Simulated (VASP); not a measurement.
## BeTe: single point with LDA

Crystal: BeTe.

```
Be Te
1.0
     0.00000    2.92420    2.48557
     2.92420    0.00000    2.48557
     2.92420    2.92420    0.00000
Be Te
1 1
Cartesian
  0.0000 0.0000 0.0000
  4.3863 4.3863 3.7284
```

This cell differs from its parent crystal: ratio of the length along z to the lengths across it x 0.85, volume and fractional coordinates fixed.

```json
{
  "Program": "VASP 6.6.1",
  "Task": "single point",
  "Functional": "LDA",
  "Potentials or basis": "VASP PAW LDA potentials, release 64 (Be, Te)",
  "Cutoff": "520 eV",
  "k mesh": "10 × 10 × 10",
  "Occupations": "gaussian, width 0.05 eV",
  "Spin": "no spin polarisation",
  "Dipole correction": "no",
  "Further INCAR settings": "ALGO = Normal; EDIFF = 1e-07; NBANDS = 11"
}
```

The pressure is 0.5 GPa and the band gap on the k mesh is 0.69 eV, indirect (least direct gap 3.04 eV).

Stress tensor (GPa, compression positive):
```
-1.94  0.00  0.00
 0.00 -1.94  0.00
 0.00  0.00  5.31
```

Levels at points of the mesh, in eV from the valence-band top:
| k point | band 1 | band 2 | band 3 | band 4 | band 5 | band 6 | band 7 | band 8 |
| --- | --- | --- | --- | --- | --- | --- | --- | --- |
| (0.00, 0.00, 0.00) | -13.07 | -0.69 | -0.69 | 0.00 | 3.04 | 3.38 | 3.38 | 3.52 |
| (0.50, 0.00, 0.00) | -11.59 | -6.26 | -2.26 | -1.06 | 2.16 | 3.56 | 5.25 | 7.53 |
| (0.50, 0.50, 0.00) | -10.66 | -5.06 | -3.96 | -3.96 | 0.69 | 1.25 | 9.49 | 9.49 |
| (0.50, 0.00, 0.50) | -11.28 | -6.08 | -2.92 | -2.65 | 1.76 | 2.72 | 8.29 | 8.69 |

Run time: 73 s on 1 thread of AMD EPYC 7571, with other jobs on the host, peak memory 0.15 GiB.

Caveat: spin-orbit coupling is left out, which moves the levels of the heavy elements. A k mesh can miss the band edges.
